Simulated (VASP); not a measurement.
Write the native input for VASP 6.6.1 that does the following.

* Task: single point
* Functional: LDA
* Potentials or basis: VASP PAW LDA potentials, release 64 (Mo_sv, Rh_pv)
* Cutoff: 520 eV
* k mesh: 8 × 8 × 5
* Occupations: fermi-dirac, width 0.1 eV
* Spin: no spin polarisation
* Dipole correction: no
* Further INCAR settings: ALGO = Normal; EDIFF = 1e-07; NBANDS = 22

The structure of MoRh lies in POSCAR:

```
MoRh
1.0
    2.7343373080     -0.0000002824      0.0000000000
   -1.3671684095      2.3680057124      0.0000000000
    0.0000000000      0.0000000000      4.3403859505
Mo Rh
1 1
Direct
    0.0000000000      0.0000000000      0.5000000000
    0.3333333333      0.6666666667      0.0000000000
```

These files were run (other wordings do the same):

INCAR

```
PREC     = Accurate       # precision mode
ENCUT    = 520            # plane-wave cutoff, eV
EDIFF    = 1E-7           # SCF threshold, eV
ISMEAR   = -1             # smearing method
SIGMA    = 0.1            # smearing width, eV
LREAL    = False          # projectors in reciprocal space
LASPH    = True           # aspherical terms in the spheres
NELM     = 100            # most SCF steps
ALGO     = Normal         # electronic algorithm
ISIF     = 2              # what is computed and relaxed
LWAVE    = False          # write WAVECAR
LCHARG   = False          # write CHGCAR
GGA      = CA             # functional
NBANDS   = 22             # bands
```

KPOINTS

```
Automatic mesh
0
Gamma
  8 8 5
```

Potentials or basis: VASP PAW LDA potentials, release 64 (Mo_sv, Rh_pv).

The run is started by

```sh
$ cat potpaw_LDA.64/Mo_sv/POTCAR potpaw_LDA.64/Rh_pv/POTCAR > POTCAR
$ mpirun -np 1 vasp_std > vasp.out
```

Results of the run:

```json
{"Pressure": "1.2 GPa", "Band gap on the k mesh": "zero (an odd number of electrons rules out a gap without spin polarisation)"}
```

Wall time 28 s on 1 thread of Intel Xeon 8259CL, with other jobs on the host, peak memory 0.14 GiB.
